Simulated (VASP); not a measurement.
# MnF2 (P4_2/mnm) in VASP: single point with PBEsol

Aim: the single point of MnF2 with PBEsol.

All numbers are computed with VASP 6.6.1; they aren't measurements. Logs are shortened: lines on timing, memory, paths and dates and some standing lists are left out, and cuts for length are marked.

## (1) The cell of the first run

Symmetry: P4_2/mnm, No. 136, tetragonal system. The conventional cell has a = 4.874 Å, b = 4.874 Å, c = 3.311 Å, α = 90.00°, β = 90.00°, γ = 90.00°. Within 2.8 Å of Mn (site symmetry mmm) lie 6 F at 2.10 to 2.13 Å. F (site symmetry m2m) has 3 Mn at 2.10 to 2.13 Å and 1 F at 2.68 Å within 2.8 Å.

## (2) Single point, PBEsol, collinear spin, antiferromagnetic start

INCAR

```
SYSTEM = MnF2
PREC = Accurate
ENCUT = 520
EDIFF = 1E-7
ISMEAR = -1
SIGMA = 0.15
LREAL = .False.
LASPH = .True.
NELM = 150
ALGO = Normal
ISIF = 2
LWAVE = .False.
LCHARG = .False.
ISPIN = 2
MAGMOM = 5.2 -5.2 0 0 0 0
LORBIT = 11
LMAXMIX = 4
GGA = PS
NBANDS = 40
```

KPOINTS

```
regular mesh
0
Gamma
  5 5 7
  0 0 0
```

POSCAR

```
MnF2
1.0
    4.8738000000      0.0000000000      0.0000000000
    0.0000000000      4.8738000000      0.0000000000
    0.0000000000      0.0000000000      3.3107000000
Mn F
2 4
Direct
    0.0000000000      0.0000000000      0.0000000000
    0.5000000000      0.5000000000      0.5000000000
    0.3053000000      0.3053000000      0.0000000000
    0.1947000000      0.8053000000      0.5000000000
    0.6947000000      0.6947000000      0.0000000000
    0.8053000000      0.1947000000      0.5000000000
```

Potentials or basis: VASP PAW PBE potentials, release 64 (Mn_pv, F).

Run with:

```sh
cat potpaw_PBE.64/Mn_pv/POTCAR potpaw_PBE.64/F/POTCAR > POTCAR
mpirun -np 1 vasp_std > vasp.out
```

OUTCAR:

```text
SYSTEM = MnF2
   PREC = Accurate
   ENCUT = 520
   EDIFF = 1E-7
   ISMEAR = -1
   LREAL = .False.
   LASPH = .True.
   NELM = 150
   ISIF = 2
   ISPIN = 2
   LORBIT = 11
   GGA = PS

 ion  position               nearest neighbor table
   1  0.000  0.000  0.000-   3 2.10   5 2.10   4 2.13   6 2.13   4 2.13   6 2.13
   2  0.500  0.500  0.500-   4 2.10   6 2.10   5 2.13   3 2.13   3 2.13   5 2.13
   3  0.305  0.305  0.000-   1 2.10   2 2.13   2 2.13
   4  0.195  0.805  0.500-   2 2.10   1 2.13   1 2.13
   5  0.695  0.695  0.000-   1 2.10   2 2.13   2 2.13
   6  0.805  0.195  0.500-   2 2.10   1 2.13   1 2.13

  LATTYP: Found a simple tetragonal cell.
 ALAT       =     4.8738000000
 C/A-ratio  =     0.6792851574

  Lattice vectors:

 A1 = (   4.8738000000,   0.0000000000,   0.0000000000)
 A2 = (   0.0000000000,   4.8738000000,   0.0000000000)
 A3 = (   0.0000000000,   0.0000000000,   3.3107000000)

Analysis of symmetry for initial positions (statically):
=====================================================================
 Subroutine PRICEL returns:
 Original cell was already a primitive cell.

 Routine SETGRP: Setting up the symmetry group for a
 simple tetragonal supercell.

 Subroutine GETGRP returns: Found 16 space group operations
 (whereof  8 operations were pure point group operations)
 out of a pool of 16 trial point group operations.

The static configuration has the point symmetry D_2h.
 The point group associated with its full space group is D_4h.

Analysis of symmetry for dynamics (positions and initial velocities):
=====================================================================
 Subroutine PRICEL returns:
 Original cell was already a primitive cell.

 Routine SETGRP: Setting up the symmetry group for a
 simple tetragonal supercell.

 Subroutine GETGRP returns: Found 16 space group operations
 (whereof  8 operations were pure point group operations)
 out of a pool of 16 trial point group operations.

The dynamic configuration has the point symmetry D_2h.
 The point group associated with its full space group is D_4h.

Analysis of structural, dynamic, and magnetic symmetry:
=====================================================================
 Subroutine PRICEL returns:
 Original cell was already a primitive cell.

 Routine SETGRP: Setting up the symmetry group for a
 simple tetragonal supercell.

 Subroutine GETGRP returns: Found 16 space group operations
 (whereof  8 operations were pure point group operations)
 out of a pool of 16 trial point group operations.

The overall configuration has the point symmetry D_2h.
 The point group associated with its full space group is D_4h.

 Subroutine INISYM returns: Found 16 space group operations
 (whereof  8 operations are pure point group operations),
 and found     1 'primitive' translations

----------------------------------------------------------------------------------------

                                     Primitive cell

  volume of cell :      78.6421

  direct lattice vectors                    reciprocal lattice vectors
     4.873800000  0.000000000  0.000000000     0.205178711  0.000000000  0.000000000
     0.000000000  4.873800000  0.000000000     0.000000000  0.205178711  0.000000000
     0.000000000  0.000000000  3.310700000     0.000000000  0.000000000  0.302050926

  length of vectors
     4.873800000  4.873800000  3.310700000     0.205178711  0.205178711  0.302050926

  position of ions in fractional coordinates (direct lattice)
     0.000000000  0.000000000  0.000000000
     0.500000000  0.500000000  0.500000000
     0.305300000  0.305300000  0.000000000
     0.194700000  0.805300000  0.500000000
     0.694700000  0.694700000  0.000000000
     0.805300000  0.194700000  0.500000000

  ion indices of the primitive-cell ions
   primitive index   ion index
                 1           1
                 2           2
                 3           3
                 4           4
                 5           5
                 6           6

----------------------------------------------------------------------------------------
[... 31 lines left out ...]
  0.400000  0.200000  0.000000      8.000000
  0.400000  0.400000  0.000000      4.000000
[... 16 lines left out ...]
  0.400000  0.200000  0.428571     16.000000
  0.400000  0.400000  0.428571      8.000000
   k-points           NKPTS =     24   k-points in BZ     NKDIM =     24   number of bands    NBANDS=     40
   number of dos      NEDOS =    301   number of ions     NIONS =      6
   total plane-waves  NPLWV =  36288
   dimension x,y,z NGX =    36 NGY =   36 NGZ =   28
   dimension x,y,z NGXF=    72 NGYF=   72 NGZF=   56
   ions per type =               2   4
   NGX,Y,Z   is equivalent  to a cutoff of  12.28, 12.28, 14.06 a.u.
   NGXF,Y,Z  is equivalent  to a cutoff of  24.56, 24.56, 28.12 a.u.
 SYSTEM =  MnF2
   PREC   = accura    normal or accurate (medium, high low for compatibility)
   ISTART =      0    job   : 0-new  1-cont  2-samecut
   ICHARG =      2    charge: 1-file 2-atom 10-const
   ISPIN  =      2    spin polarized calculation?
   LNONCOLLINEAR =      F non collinear calculations
   LSORBIT =      F    spin-orbit coupling
   LASPH  =      T    aspherical Exc in radial PAW
   ENCUT  =  520.0 eV  38.22 Ry    6.18 a.u.   9.06  9.06  6.16*2*pi/ulx,y,z
   NELM   =    150;   NELMIN=  2; NELMDL= -5     # of ELM steps
   EDIFF  = 0.1E-06   stopping-criterion for ELM
   LREAL  =      F    real-space projection
   EDIFFG = 0.1E-05   stopping-criterion for IOM
   NSW    =      0    number of steps for IOM
   IBRION =     -1    ionic relax: 0-MD 1-quasi-New 2-CG
   NFREE  =      0    steps in history (QN), initial steepest desc. (CG)
   ISIF   =      2    stress and relaxation
   ISYM   =      2    0-nonsym 1-usesym 2-fastsym
   POTIM  = 0.5000    time-step for ionic-motion
   TEBEG  =    0.0;   TEEND  =   0.0 temperature during run
   PSTRESS=    0.0 pullay stress
   NELECT =      54.0000    total number of electrons
   NUPDOWN=      -1.0000    fix difference up-down
   EMIN   =  10.00;   EMAX   =-10.00  energy-range for DOS
   EFERMI =   0.00;   METHOD = LEGACY
   ISMEAR =    -1;   SIGMA  =   0.15  broadening in eV -4-tet -1-fermi 0-gaus
   EFERMI_NEDOS =   21; number of points for ismear=-14 and -15
   IALGO  =     38    algorithm
   IMIX   =      4    mixing-type and parameters
     AMIX     =   0.40;   BMIX     =  1.00
     AMIX_MAG =   1.60;   BMIX_MAG =  1.00
  volume/ion in A,a.u.               =      13.11        88.45
  Fermi-wavevector in a.u.,A,eV,Ry     =   1.444290  2.729312 28.381385  2.085973
  Thomas-Fermi vector in A             =   2.562601
   LORBIT       =     11    0 simple, 1 ext, 2 COOP (PROOUT), +10 PAW based schemes
   GGA     = PS    functional components
   LHFCALC =     F    Hartree Fock is set to
   AEXX    =    0.0000 exact exchange contribution
   IVDW    =     0    specifies the selected vdW correction
   LEPSILON=     F    determine dielectric tensor
   LRPA    =     F    only Hartree local field effects (RPA)
 spin polarized calculation
  energy-cutoff  :      520.00
  volume of cell :       78.64
 maximum number of plane-waves:      2129
   NGX = 19   NGY = 19   NGZ = 13

 number of electron      54.0000032 magnetization       0.0000000

 number of electron      54.0000032 magnetization      -0.0000000

 Free energy of the ion-electron system (eV)
  ---------------------------------------------------
  ext. energy  EPLUGINS =         0.00000000
  ---------------------------------------------------
  free energy    TOTEN  =       -40.75382984 eV

  energy without entropy =      -40.75297211  energy(sigma->0) =      -40.75340097

 E-fermi :   3.8870     XC(G=0): -10.0090

 val. band max:        2.6623173861   @ k =   0.4000   0.0000   0.0000
 cond. band min:       4.7038748777   @ k =   0.0000   0.0000   0.0000
 fundamental gap:      2.0415574916
 Fermi energy:         3.8869812181

 spin component 1

 k-point     1 :       0.0000    0.0000    0.0000
  band No.  band energies     occupation
      1     -46.6953      1.00000
      2     -46.6313      1.00000
      3     -46.6171      1.00000
      4     -41.8346      1.00000
      5     -41.7760      1.00000
      6     -41.7624      1.00000
[... 997 lines left out ...]
     38      12.5130      0.00000
     39      13.0154      0.00000
 Fermi energy:         3.8869812181

 spin component 2

 k-point     1 :       0.0000    0.0000    0.0000
  band No.  band energies     occupation
      1     -46.6953      1.00000
      2     -46.6313      1.00000
      3     -46.6171      1.00000
      4     -41.8346      1.00000
      5     -41.7760      1.00000
      6     -41.7624      1.00000
[... 997 lines left out ...]
     38      12.6929      0.00000
     39      12.7712      0.00000
 [bands above 39 left out]

------------------------ aborting loop because EDIFF is reached ----------------------------------------

  FORCE on cell =-STRESS in cart. coord.  units (eV):
  Direction    XX          YY          ZZ          XY          YZ          ZX
  --------------------------------------------------------------------------------------
  -------------------------------------------------------------------------------------
  Total       -0.7642131     -0.7642131     -1.0447338      0.0000000      0.0000000      0.0000000
  in kB      -15.5693270    -15.5693270    -21.2843800      0.0000000      0.0000000      0.0000000
  external PRESSURE =     -17.4743447 kB  Pullay stress =       0.0000000 kB

 VOLUME and BASIS-vectors are now :
 -----------------------------------------------------------------------------
  energy-cutoff  :      520.00
  volume of cell :       78.64
      direct lattice vectors                 reciprocal lattice vectors
     4.873800000  0.000000000  0.000000000     0.205178711  0.000000000  0.000000000
     0.000000000  4.873800000  0.000000000     0.000000000  0.205178711  0.000000000
     0.000000000  0.000000000  3.310700000     0.000000000  0.000000000  0.302050926

 POSITION                                       TOTAL-FORCE (eV/Angst)
 -----------------------------------------------------------------------------------
      0.00000      0.00000      0.00000         0.000000      0.000000      0.000000
      2.43690      2.43690      1.65535         0.000000      0.000000      0.000000
      1.48797      1.48797      0.00000        -0.043978     -0.043978      0.000000
      0.94893      3.92487      1.65535         0.043978     -0.043978      0.000000
      3.38583      3.38583      0.00000         0.043978      0.043978      0.000000
      3.92487      0.94893      1.65535        -0.043978      0.043978      0.000000
 -----------------------------------------------------------------------------------
    total drift:                                0.000000      0.000000      0.000000

  FREE ENERGIE OF THE ION-ELECTRON SYSTEM (eV)
  ---------------------------------------------------
  free  energy   TOTEN  =       -40.7538298355 eV

  energy  without entropy=      -40.7529721079  energy(sigma->0) =      -40.75340097

 total charge

# of ion       s       p       d       tot
------------------------------------------
    1        0.165   6.148   4.957  11.271
    2        0.165   6.148   4.957  11.271
    3        1.733   4.348   0.000   6.080
    4        1.733   4.348   0.000   6.080
    5        1.733   4.348   0.000   6.080
    6        1.733   4.348   0.000   6.080
--------------------------------------------------
tot          7.260  29.687   9.915  46.863

 magnetization (x)

# of ion       s       p       d       tot
------------------------------------------
    1        0.017   0.017   4.492   4.526
    2       -0.017  -0.017  -4.492  -4.526
    3       -0.002  -0.024   0.000  -0.027
    4        0.002   0.024   0.000   0.027
    5       -0.002  -0.024   0.000  -0.027
    6        0.002   0.024   0.000   0.027
--------------------------------------------------
tot          0.000   0.000   0.000   0.000
```

Run time: 79 s. Hardware: 1 thread of AMD EPYC 9R45 (Zen 5), shared host; peak memory 0.24 GiB.

Results:

- Free energy: -40.7538 eV
- Pressure: -1.7 GPa
- Largest force: 0.062 eV/Å
- Band gap on the k mesh: 2.04 eV (least direct gap 2.10 eV)
- Net moment: 0.00 μB per cell
- Site moments: Mn +4.53, -4.53; F -0.03, +0.03 (each value once) μB
- Valence electrons inside the program's atomic spheres: Mn 11.27; F 6.08

Forces on the atoms (eV/Å):
```
Mn   0.000  0.000  0.000
Mn   0.000  0.000  0.000
F   -0.044 -0.044  0.000
F    0.044 -0.044  0.000
F    0.044  0.044  0.000
F   -0.044  0.044  0.000
```

Stress tensor (GPa, compression positive):
```
-1.56  0.00  0.00
 0.00 -1.56  0.00
 0.00  0.00 -2.13
```

Levels at points of the mesh, in eV from the valence-band top:
Spin up:
```
           k point  band 25  band 26  band 27  band 28  band 29  band 30
(0.00, 0.00, 0.00)    -1.30    -0.42    -0.06     2.04     2.50     2.97
```
Spin down:
```
           k point  band 24  band 25  band 26  band 27  band 28  band 29  band 30  band 31
(0.00, 0.00, 0.00)    -1.48    -1.30    -0.42    -0.06     2.04     2.50     2.97     2.99
```

Caveat: the PAW data sets were made with another functional, which shifts forces and pressure a little.
